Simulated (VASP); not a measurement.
Input of a VASP 6.6.1 run:

The input POSCAR:

```
CaB2
1.0
    3.2264302843      0.0000000000      0.0000000000
   -1.6132151421      2.7941705897      0.0000000000
    0.0000000000      0.0000000000      4.0673920000
Ca B
1 2
Direct
    0.0000000000      0.0000000000      0.0000000000
    0.6666666667      0.3333333333      0.5000000000
    0.3333333333      0.6666666667      0.5000000000
```

INCAR.step1

```
ALGO = Normal
EDIFF = 1E-5
ENCUT = 520
GGA = PE
ISIF = 2
ISMEAR = -1
LASPH = T
LREAL = F
LWAVE = T
NBANDS = 15
NELM = 100
PREC = Accurate
SIGMA = 0.05
```

INCAR.step2

```
ALGO = Normal
EDIFF = 1E-7
ENCUT = 520
GGA = PE
HFSCREEN = 0.2079
ISIF = 2
ISMEAR = -1
ISTART = 1
LASPH = T
LCHARG = T
LELF = T
LHFCALC = T
LREAL = F
LVHAR = T
LWAVE = F
NBANDS = 15
NELM = 100
PREC = Accurate
PRECFOCK = Normal
SIGMA = 0.05
```

KPOINTS

```
k-points
0
Gamma
  5 5 4
```

Potentials or basis: VASP PAW PBE potentials, release 64 (Ca_sv, B).

Command:

```sh
$ cat potpaw_PBE.64/Ca_sv/POTCAR potpaw_PBE.64/B/POTCAR > POTCAR
$ cp INCAR.step1 INCAR
$ mpirun -np 1 vasp_std > vasp.out
$ cp INCAR.step2 INCAR
$ mpirun -np 1 vasp_std > vasp.out
```

Problem. Predict the pressure.

Solution. -0.4 GPa.

Problem. Estimate the band gap on the k mesh.

Solution. Zero (bands 8 and 9 overlap by 1.26 eV).

Stress tensor (GPa, compression positive):
```
-0.36  0.00  0.00
 0.00 -0.36  0.00
 0.00  0.00 -0.56
```

Caveat: the k points lie up to 0.45 Å⁻¹ apart, too coarse for converged energies and pressures of a metal; the PAW data sets were made with another functional, which shifts forces and pressure a little.
